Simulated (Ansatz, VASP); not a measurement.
One calculation of SbAs2, two programs

```
Sb As
1.0
     0.00000    3.39757    3.39757
     3.39757    0.00000    3.39757
     3.39757    3.39757    0.00000
Sb As
1 2
Direct
  0.00000 0.00000 0.00000
  0.25000 0.25000 0.25000
  0.75000 0.75000 0.75000
```

Alike in both runs: task relaxation of cell and atoms; functional PBE; k mesh 12 × 12 × 12; occupations gaussian, width 0.1 eV; no spin polarisation.

|  | VASP | Ansatz |
| --- | --- | --- |
| version | VASP 6.6.1 | Ansatz 0.2.0 |
| potentials or method | VASP PAW PBE potentials, release 64 (Sb, As), cutoff 600 eV | scalar-relativistic, plane waves, PAW |
| valence electrons in the cell | 15 | 45 |

```tsv
	VASP	Ansatz	Ansatz less VASP
gap on the k mesh at the Fermi level, each at its own relaxed structure (eV)	none	none	-
relaxed volume (Å³/atom)	26.04	26.04	+0.002
relaxed cell length with the largest relative difference (Å)	4.798	4.798	+0.0001
```

A gap of «none» marks a metal or a gap that the smearing closes. VASP's potentials hold 15 valence electrons a cell and Ansatz's 45, so a difference there can come from the potentials and not from the codes.

Neither program's run includes spin-orbit coupling.
